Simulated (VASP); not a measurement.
K2S:

```
CELL_PARAMETERS angstrom
0.00000 3.70272 3.70272
3.70272 0.00000 3.70272
3.70272 3.70272 0.00000
ATOMIC_POSITIONS crystal
K 0.25000 0.25000 0.25000
K 0.75000 0.75000 0.75000
S 0.00000 0.00000 0.00000
```

Base run:

| Property | Result |
| --- | --- |
| Program | VASP 6.6.1 |
| Functional | r2SCAN |
| Potentials or basis | VASP PAW PBE potentials, release 64 (K_sv, S) |
| Cutoff | 550 eV |
| k mesh | 4 × 4 × 4 |
| Occupations | gaussian, width 0.01 eV |
| Spin | no spin polarisation |

Its results: band gap on the k mesh 2.76 eV (least direct gap 2.95 eV); pressure 0.0 GPa.

Q: After a change of settings the same cell gave: band gap on the k mesh 2.28 eV (least direct gap 2.48 eV); pressure -0.5 GPa. Which change was it?
A. functional from r2SCAN to PBE-based screened hybrid with 35 % exact exchange; cutoff from 550 eV to 400 eV
B. functional from r2SCAN to PBEsol; cutoff from 550 eV to 500 eV
C. occupations from gaussian, width 0.01 eV to methfessel-paxton, width 0.001 eV
D. dispersion from none to D4

A: B.

Caveats: the PAW data sets were made with another functional, which shifts forces and pressure a little.
